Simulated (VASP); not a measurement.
# TaTe (Pm-3m) in VASP: notebook

TaTe is run at these levels: PBE+U, PBE; tasks: single point.

Everything below comes from runs of VASP 6.6.1. Logs are shortened: lines on timing, memory, paths and dates and some standing lists are left out, and cuts for length are marked.

**1. The cell of the first run**

It takes space group Pm-3m (No. 221, cubic). Conventional cell: a = 3.420 Å, b = 3.420 Å, c = 3.420 Å, α = 90.00°, β = 90.00°, γ = 90.00°. Within 3.9 Å of Ta (site symmetry m-3m) lie 8 Te at 2.96 Å and 6 Ta at 3.42 Å. Within 3.9 Å of Te (site symmetry m-3m) lie 8 Ta at 2.96 Å and 6 Te at 3.42 Å.

**2. Single point, PBE+U**

Contents of INCAR:

```
SYSTEM = TaTe
ALGO     = Normal         ! electronic algorithm
EDIFF    = 1E-6           ! SCF threshold, eV
ENCUT    = 520            ! plane-wave cutoff, eV
GGA      = PE             ! functional
ISIF     = 2              ! what is computed and relaxed
ISMEAR   = -1             ! smearing method
LASPH    = .True.         ! aspherical terms in the spheres
LCHARG   = .False.        ! write CHGCAR
LDAU     = .True.         ! DFT+U
LDAUJ    = 0 0          
LDAUL    = 2 -1           ! shell
LDAUPRINT= 1            
LDAUTYPE = 2            
LDAUU    = 5 0            ! U, eV
LMAXMIX  = 4              ! l up to which the mixer works
LREAL    = .False.        ! projectors in reciprocal space
LWAVE    = .False.        ! write WAVECAR
NBANDS   = 16             ! bands
NELM     = 150            ! most SCF steps
PREC     = Accurate       ! precision mode
SIGMA    = 0.05           ! smearing width, eV
```

Contents of KPOINTS:

```
k-points
0
Gamma
  8 8 8
  0 0 0
```

Contents of POSCAR:

```
TaTe
1.0
    3.4200900000      0.0000000000      0.0000000000
    0.0000000000      3.4200900000      0.0000000000
    0.0000000000      0.0000000000      3.4200900000
Ta Te
1 1
Direct
    0.5000000000      0.5000000000      0.5000000000
    0.0000000000      0.0000000000      0.0000000000
```

Potentials or basis: VASP PAW PBE potentials, release 64 (Ta_pv, Te).

Run with:

```bash
$ cat potpaw_PBE.64/Ta_pv/POTCAR potpaw_PBE.64/Te/POTCAR > POTCAR
$ mpirun -np 1 vasp_std > vasp.out
```

OUTCAR:

```text
SYSTEM = TaTe
   EDIFF = 1E-6
   ENCUT = 520
   GGA = PE
   ISIF = 2
   ISMEAR = -1
   LASPH = .True.
   LREAL = .False.
   NELM = 150
   PREC = Accurate

 ion  position               nearest neighbor table
   1  0.500  0.500  0.500-   2 2.96   2 2.96   2 2.96   2 2.96   2 2.96   2 2.96   2 2.96   2 2.96

   2  0.000  0.000  0.000-   1 2.96   1 2.96   1 2.96   1 2.96   1 2.96   1 2.96   1 2.96   1 2.96

  LATTYP: Found a simple cubic cell.
 ALAT       =     3.4200900000

  Lattice vectors:

 A1 = (   3.4200900000,   0.0000000000,   0.0000000000)
 A2 = (   0.0000000000,   3.4200900000,   0.0000000000)
 A3 = (   0.0000000000,   0.0000000000,   3.4200900000)

Analysis of symmetry for initial positions (statically):
=====================================================================
 Subroutine PRICEL returns:
 Original cell was already a primitive cell.

 Routine SETGRP: Setting up the symmetry group for a
 simple cubic supercell.

 Subroutine GETGRP returns: Found 48 space group operations
 (whereof 48 operations were pure point group operations)
 out of a pool of 48 trial point group operations.

The static configuration has the point symmetry O_h .

Analysis of symmetry for dynamics (positions and initial velocities):
=====================================================================
 Subroutine PRICEL returns:
 Original cell was already a primitive cell.

 Routine SETGRP: Setting up the symmetry group for a
 simple cubic supercell.

 Subroutine GETGRP returns: Found 48 space group operations
 (whereof 48 operations were pure point group operations)
 out of a pool of 48 trial point group operations.

The dynamic configuration has the point symmetry O_h .

 Subroutine INISYM returns: Found 48 space group operations
 (whereof 48 operations are pure point group operations),
 and found     1 'primitive' translations

----------------------------------------------------------------------------------------

                                     Primitive cell

  volume of cell :      40.0048

  direct lattice vectors                    reciprocal lattice vectors
     3.420090000  0.000000000  0.000000000     0.292389966  0.000000000  0.000000000
     0.000000000  3.420090000  0.000000000     0.000000000  0.292389966  0.000000000
     0.000000000  0.000000000  3.420090000     0.000000000  0.000000000  0.292389966

  length of vectors
     3.420090000  3.420090000  3.420090000     0.292389966  0.292389966  0.292389966

  position of ions in fractional coordinates (direct lattice)
     0.500000000  0.500000000  0.500000000
     0.000000000  0.000000000  0.000000000

  ion indices of the primitive-cell ions
   primitive index   ion index
                 1           1
                 2           2

----------------------------------------------------------------------------------------

 KPOINTS: k-points

Automatic generation of k-mesh.
 Grid dimensions read from file:
 generate k-points for:    8    8    8

 Generating k-lattice:

  Cartesian coordinates                     Fractional coordinates (reciprocal lattice)
     0.036548746  0.000000000  0.000000000     0.125000000  0.000000000  0.000000000
     0.000000000  0.036548746  0.000000000     0.000000000  0.125000000  0.000000000
     0.000000000  0.000000000  0.036548746     0.000000000  0.000000000  0.125000000

  Length of vectors
     0.036548746  0.036548746  0.036548746

  Shift w.r.t. Gamma in fractional coordinates (k-lattice)
     0.000000000  0.000000000  0.000000000

 Subroutine IBZKPT returns following result:
 ===========================================

 Found     35 irreducible k-points:

 Following reciprocal coordinates:
            Coordinates               Weight
  0.000000  0.000000  0.000000      1.000000
  0.125000  0.000000  0.000000      6.000000
  0.250000  0.000000  0.000000      6.000000
  0.375000  0.000000  0.000000      6.000000
  0.500000  0.000000  0.000000      3.000000
  0.125000  0.125000  0.000000     12.000000
[... 16 lines left out ...]
  0.375000  0.375000  0.125000     24.000000
  0.500000  0.375000  0.125000     24.000000
 [... further k-points ...]
   k-points           NKPTS =     35   k-points in BZ     NKDIM =     35   number of bands    NBANDS=     16
   number of dos      NEDOS =    301   number of ions     NIONS =      2
   total plane-waves  NPLWV =  21952
   dimension x,y,z NGX =    28 NGY =   28 NGZ =   28
   dimension x,y,z NGXF=    56 NGYF=   56 NGZF=   56
   ions per type =               1   1
   NGX,Y,Z   is equivalent  to a cutoff of  13.61, 13.61, 13.61 a.u.
   NGXF,Y,Z  is equivalent  to a cutoff of  27.22, 27.22, 27.22 a.u.
 SYSTEM =  TaTe
   PREC   = accura    normal or accurate (medium, high low for compatibility)
   ISTART =      0    job   : 0-new  1-cont  2-samecut
   ICHARG =      2    charge: 1-file 2-atom 10-const
   ISPIN  =      1    spin polarized calculation?
   LNONCOLLINEAR =      F non collinear calculations
   LSORBIT =      F    spin-orbit coupling
   LASPH  =      T    aspherical Exc in radial PAW
   ENCUT  =  520.0 eV  38.22 Ry    6.18 a.u.   6.36  6.36  6.36*2*pi/ulx,y,z
   NELM   =    150;   NELMIN=  2; NELMDL= -5     # of ELM steps
   EDIFF  = 0.1E-05   stopping-criterion for ELM
   LREAL  =      F    real-space projection
   EDIFFG = 0.1E-04   stopping-criterion for IOM
   NSW    =      0    number of steps for IOM
   IBRION =     -1    ionic relax: 0-MD 1-quasi-New 2-CG
   NFREE  =      0    steps in history (QN), initial steepest desc. (CG)
   ISIF   =      2    stress and relaxation
   ISYM   =      2    0-nonsym 1-usesym 2-fastsym
   POTIM  = 0.5000    time-step for ionic-motion
   TEBEG  =    0.0;   TEEND  =   0.0 temperature during run
   PSTRESS=    0.0 pullay stress
   NELECT =      17.0000    total number of electrons
   NUPDOWN=      -1.0000    fix difference up-down
   EMIN   =  10.00;   EMAX   =-10.00  energy-range for DOS
   EFERMI =   0.00;   METHOD = LEGACY
   ISMEAR =    -1;   SIGMA  =   0.05  broadening in eV -4-tet -1-fermi 0-gaus
   EFERMI_NEDOS =   21; number of points for ismear=-14 and -15
   IALGO  =     38    algorithm
   IMIX   =      4    mixing-type and parameters
     AMIX     =   0.40;   BMIX     =  1.00
     AMIX_MAG =   1.60;   BMIX_MAG =  1.00
  volume/ion in A,a.u.               =      20.00       134.98
  Fermi-wavevector in a.u.,A,eV,Ry     =   1.230798  2.325872 20.610987  1.514865
  Thomas-Fermi vector in A             =   2.365633
   LORBIT       =      0    0 simple, 1 ext, 2 COOP (PROOUT), +10 PAW based schemes
 LDA+U is selected, type is set to LDAUTYPE =  2
   angular momentum for each species LDAUL =     2   -1
   U (eV)           for each species LDAUU =   5.0  0.0
   J (eV)           for each species LDAUJ =   0.0  0.0
   GGA     = PE    functional components
   LHFCALC =     F    Hartree Fock is set to
   AEXX    =    0.0000 exact exchange contribution
   IVDW    =     0    specifies the selected vdW correction
   LEPSILON=     F    determine dielectric tensor
   LRPA    =     F    only Hartree local field effects (RPA)
 non-spin polarized calculation
  energy-cutoff  :      520.00
  volume of cell :       40.00
 maximum number of plane-waves:      1108
 NGX is ok and might be reduce to    28
   NGX = 13   NGY = 13   NGZ = 13

atom =   1  type =  1  l = 2

 onsite density matrix

spin component  1

  0.1748 -0.0000 -0.0000 -0.0000 -0.0000
 -0.0000  0.1748  0.0000 -0.0000  0.0000
 -0.0000  0.0000  0.2798  0.0000  0.0000
 -0.0000 -0.0000  0.0000  0.1748 -0.0000
 -0.0000  0.0000  0.0000 -0.0000  0.2798

spin component  2

  0.1748 -0.0000 -0.0000 -0.0000 -0.0000
 -0.0000  0.1748  0.0000 -0.0000  0.0000
 -0.0000  0.0000  0.2798  0.0000  0.0000
 -0.0000 -0.0000  0.0000  0.1748 -0.0000
 -0.0000  0.0000  0.0000 -0.0000  0.2798

 occupancies and eigenvectors

  o =  0.1748  v =  0.0000  0.9906  0.0000  0.1369 -0.0000  0.0000  0.0000  0.0000  0.0000  0.0000      0.0000  0.0000  0.0000  0.0000  0.0000  0.0000  0.0000  0.0000  0.0000  0.0000
  o =  0.1748  v =  0.0000  0.0000  0.0000  0.0000  0.0000  0.0000  0.9906  0.0000  0.1369 -0.0000      0.0000  0.0000  0.0000  0.0000  0.0000  0.0000  0.0000  0.0000  0.0000  0.0000
  o =  0.1748  v =  1.0000  0.0000  0.0000  0.0000  0.0000  0.0000  0.0000  0.0000  0.0000  0.0000      0.0000  0.0000  0.0000  0.0000  0.0000  0.0000  0.0000  0.0000  0.0000  0.0000
  o =  0.1748  v =  0.0000  0.0000  0.0000  0.0000  0.0000  1.0000  0.0000  0.0000  0.0000  0.0000      0.0000  0.0000  0.0000  0.0000  0.0000  0.0000  0.0000  0.0000  0.0000  0.0000
  o =  0.1748  v =  0.0000  0.1369  0.0000 -0.9906 -0.0000  0.0000  0.0000  0.0000  0.0000  0.0000      0.0000  0.0000  0.0000  0.0000  0.0000  0.0000  0.0000  0.0000  0.0000  0.0000
  o =  0.1748  v =  0.0000  0.0000  0.0000  0.0000  0.0000  0.0000  0.1369  0.0000 -0.9906 -0.0000      0.0000  0.0000  0.0000  0.0000  0.0000  0.0000  0.0000  0.0000  0.0000  0.0000
  o =  0.2798  v =  0.0000  0.0000  0.0000  0.0000  0.0000  0.0000 -0.0000  0.3339  0.0000 -0.9426      0.0000  0.0000  0.0000  0.0000  0.0000  0.0000  0.0000  0.0000  0.0000  0.0000
  o =  0.2798  v =  0.0000 -0.0000  0.3339  0.0000 -0.9426  0.0000  0.0000  0.0000  0.0000  0.0000      0.0000  0.0000  0.0000  0.0000  0.0000  0.0000  0.0000  0.0000  0.0000  0.0000
  o =  0.2798  v =  0.0000  0.0000  0.0000  0.0000  0.0000  0.0000  0.0000 -0.9426  0.0000 -0.3339      0.0000  0.0000  0.0000  0.0000  0.0000  0.0000  0.0000  0.0000  0.0000  0.0000
  o =  0.2798  v =  0.0000  0.0000 -0.9426  0.0000 -0.3339  0.0000  0.0000  0.0000  0.0000  0.0000      0.0000  0.0000  0.0000  0.0000  0.0000  0.0000  0.0000  0.0000  0.0000  0.0000

 number of electron      17.0000005 magnetization

 Free energy of the ion-electron system (eV)
  ---------------------------------------------------
  ext. energy  EPLUGINS =         0.00000000
  ---------------------------------------------------
  free energy    TOTEN  =       -10.15466708 eV

  energy without entropy =      -10.12384857  energy(sigma->0) =      -10.13925783

 E-fermi :  10.2255     XC(G=0): -11.9270

 val. band max:       10.2019805000   @ k =   0.5000   0.3750   0.3750
 cond. band min:      10.2401517788   @ k =   0.3750   0.2500   0.1250
 fundamental gap:      0.0381712788
 Fermi energy:        10.2254684735

 k-point     1 :       0.0000    0.0000    0.0000
  band No.  band energies     occupation
      1     -26.0773      2.00000
      2     -26.0773      2.00000
      3     -26.0773      2.00000
      4      -4.9752      2.00000
      5       7.2021      2.00000
      6       7.2021      2.00000
[... 8 lines left out ...]
     15      18.4798      0.00000
     16      22.1236      0.00000
[... 419 lines left out ...]
 k-point    24 :       0.5000    0.3750    0.1250
  band No.  band energies     occupation
      1     -26.2005      2.00000
      2     -26.1777      2.00000
      3     -26.0729      2.00000
      4      -2.2099      2.00000
      5       3.2883      2.00000
      6       4.2738      2.00000
[... 8 lines left out ...]
     15      18.1766      0.00000
     16      20.5143      0.00000

 [... further k-points ...]
[... 5 lines left out ...]
  --------------------------------------------------------------------------------------
  -------------------------------------------------------------------------------------
  Total        1.8304088      1.8304088      1.8304088      0.0000000     -0.0000000     -0.0000000
  in kB       73.3071061     73.3071061     73.3071061      0.0000000     -0.0000000     -0.0000000
  external PRESSURE =      73.3071061 kB  Pullay stress =       0.0000000 kB

 VOLUME and BASIS-vectors are now :
 -----------------------------------------------------------------------------
  energy-cutoff  :      520.00
  volume of cell :       40.00
      direct lattice vectors                 reciprocal lattice vectors
     3.420090000  0.000000000  0.000000000     0.292389966  0.000000000  0.000000000
     0.000000000  3.420090000  0.000000000     0.000000000  0.292389966  0.000000000
     0.000000000  0.000000000  3.420090000     0.000000000  0.000000000  0.292389966

 POSITION                                       TOTAL-FORCE (eV/Angst)
 -----------------------------------------------------------------------------------
      1.71005      1.71005      1.71005         0.000000      0.000000      0.000000
      0.00000      0.00000      0.00000         0.000000      0.000000      0.000000
 -----------------------------------------------------------------------------------
    total drift:                                0.000000      0.000000      0.000000

  FREE ENERGIE OF THE ION-ELECTRON SYSTEM (eV)
  ---------------------------------------------------
  free  energy   TOTEN  =       -10.1546670792 eV

  energy  without entropy=      -10.1238485739  energy(sigma->0) =      -10.13925783
```

Run time: 41 s. Hardware: 1 thread of AMD EPYC 7R13, shared host; peak memory 0.14 GiB.

Results:

```yaml
Free_energy: -10.1547 eV
Pressure: 7.3 GPa
```

Eigenvalues of the final occupation matrices:
```csv
site,spin,trace,eigenvalues
site 1 d,1,1.08,0.17 0.17 0.17 0.28 0.28
site 1 d,2,1.08,0.17 0.17 0.17 0.28 0.28
```

Caveat: spin-orbit coupling is left out, which moves the levels of the heavy elements; U without spin polarisation on a metal has little footing; the U is typed as a test and isn't derived for this compound.

**3. Single point, PBE+U**

Contents of INCAR:

```
SYSTEM = TaTe
PREC = Accurate ; ENCUT = 520
EDIFF = 1E-6 ; ISMEAR = -1
SIGMA = 0.05 ; LREAL = .False.
LASPH = .True. ; NELM = 150
ALGO = Normal ; ISIF = 2
LWAVE = .False. ; LCHARG = .False.
LMAXMIX = 4 ; LDAU = .True.
LDAUTYPE = 2 ; LDAUL = 2 -1
LDAUU = 6 0 ; LDAUJ = 0 0
LDAUPRINT = 1 ; GGA = PE
NBANDS = 16
```

Contents of KPOINTS:

```
regular mesh
0
Gamma
  8 8 8
  0 0 0
```

POSCAR is that of step 2.

Potentials or basis: VASP PAW PBE potentials, release 64 (Ta_pv, Te).

Run with:

```bash
$ cat potpaw_PBE.64/Ta_pv/POTCAR potpaw_PBE.64/Te/POTCAR > POTCAR
$ mpirun -np 1 vasp_std > vasp.out
```

OUTCAR:

```text
SYSTEM = TaTe
   PREC = Accurate
   ENCUT = 520
   EDIFF = 1E-6
   ISMEAR = -1
   LREAL = .False.
   LASPH = .True.
   NELM = 150
   ISIF = 2
   GGA = PE

 ion  position               nearest neighbor table
   1  0.500  0.500  0.500-   2 2.96   2 2.96   2 2.96   2 2.96   2 2.96   2 2.96   2 2.96   2 2.96

   2  0.000  0.000  0.000-   1 2.96   1 2.96   1 2.96   1 2.96   1 2.96   1 2.96   1 2.96   1 2.96

  LATTYP: Found a simple cubic cell.
 ALAT       =     3.4200900000

  Lattice vectors:

[... 663 lines left out ...]
      3     -26.2533      2.00000
      4      -2.1439      2.00000
      5       3.3156      2.00000
      6       4.3205      2.00000
[... 8 lines left out ...]
     15      18.2075      0.00000
     16      20.5762      0.00000

 [... further k-points ...]
[... 5 lines left out ...]
  --------------------------------------------------------------------------------------
  -------------------------------------------------------------------------------------
  Total        2.2432070      2.2432070      2.2432070     -0.0000000     -0.0000000     -0.0000000
  in kB       89.8395009     89.8395009     89.8395009     -0.0000000     -0.0000000     -0.0000000
  external PRESSURE =      89.8395009 kB  Pullay stress =       0.0000000 kB

 VOLUME and BASIS-vectors are now :
 -----------------------------------------------------------------------------
  energy-cutoff  :      520.00
  volume of cell :       40.00
      direct lattice vectors                 reciprocal lattice vectors
     3.420090000  0.000000000  0.000000000     0.292389966  0.000000000  0.000000000
     0.000000000  3.420090000  0.000000000     0.000000000  0.292389966  0.000000000
     0.000000000  0.000000000  3.420090000     0.000000000  0.000000000  0.292389966

 POSITION                                       TOTAL-FORCE (eV/Angst)
 -----------------------------------------------------------------------------------
      1.71005      1.71005      1.71005         0.000000      0.000000      0.000000
      0.00000      0.00000      0.00000         0.000000      0.000000      0.000000
 -----------------------------------------------------------------------------------
    total drift:                                0.000000      0.000000      0.000000

  FREE ENERGIE OF THE ION-ELECTRON SYSTEM (eV)
  ---------------------------------------------------
  free  energy   TOTEN  =        -9.3283725057 eV

  energy  without entropy=       -9.3007438385  energy(sigma->0) =       -9.31455817
```

OSZICAR:

```text
N       E                     dE             d eps       ncg     rms          rms(c)
DAV:   1     0.101804587386E+03    0.10180E+03   -0.81752E+03  1120   0.944E+02
DAV:   2    -0.767241861325E+01   -0.10948E+03   -0.10493E+03  1488   0.259E+02
DAV:   3    -0.102603772664E+02   -0.25880E+01   -0.25596E+01  1328   0.355E+01
DAV:   4    -0.102794397799E+02   -0.19063E-01   -0.19060E-01  1400   0.355E+00
DAV:   5    -0.102797339302E+02   -0.29415E-03   -0.29415E-03  1344   0.423E-01    0.129E+01
DAV:   6    -0.940271951825E+01    0.87701E+00   -0.13191E+00  1168   0.100E+01    0.622E+00
DAV:   7    -0.932937057383E+01    0.73349E-01   -0.26762E-01  1296   0.393E+00    0.192E+00
DAV:   8    -0.932514017953E+01    0.42304E-02   -0.21932E-02  1216   0.832E-01    0.418E-01
DAV:   9    -0.932691853268E+01   -0.17784E-02   -0.43973E-03  1328   0.429E-01    0.221E-01
DAV:  10    -0.932809114030E+01   -0.11726E-02   -0.15141E-03  1168   0.306E-01    0.125E-01
DAV:  11    -0.932830926304E+01   -0.21812E-03   -0.51579E-04  1144   0.141E-01    0.305E-02
DAV:  12    -0.932836511449E+01   -0.55851E-04   -0.93489E-05  1360   0.494E-02    0.162E-02
DAV:  13    -0.932837204401E+01   -0.69295E-05   -0.19218E-05  1256   0.211E-02    0.529E-03
DAV:  14    -0.932837250565E+01   -0.46164E-06   -0.25927E-07   672   0.310E-03
   1 F= -.93283725E+01 E0= -.93145582E+01  d E =-.276287E-01
```

Run time: 47 s. Hardware: 1 thread of AMD EPYC 7R13, shared host; peak memory 0.14 GiB.

Results:

```
Free energy : -9.3284 eV
Pressure    : 9.0 GPa
```

Levels at points of the mesh, in eV from the Fermi level:
| k point | band 6 | band 7 | band 8 | band 9 | band 10 | band 11 |
| --- | --- | --- | --- | --- | --- | --- |
| (0.00, 0.00, 0.00) | -3.08 | -1.87 | -1.87 | -1.87 | 1.41 | 1.79 |
| (0.50, 0.00, 0.00) | -2.99 | -2.99 | -2.24 | 2.00 | 2.52 | 3.97 |
| (0.50, 0.50, 0.00) | -6.37 | -3.93 | -0.01 | -0.01 | 0.16 | 1.67 |
| (0.50, 0.50, 0.50) | -6.85 | -6.85 | 0.81 | 0.81 | 0.81 | 3.11 |

Eigenvalues of the final occupation matrices:
```
    site  spin  trace               eigenvalues
site 1 d     1   1.06  0.16 0.16 0.16 0.28 0.28
site 1 d     2   1.06  0.16 0.16 0.16 0.28 0.28
```

Caveat: spin-orbit coupling is left out, which moves the levels of the heavy elements; U without spin polarisation on a metal has little footing; the U is typed as a test and isn't derived for this compound.

(Part 1 of 2 ends here.)
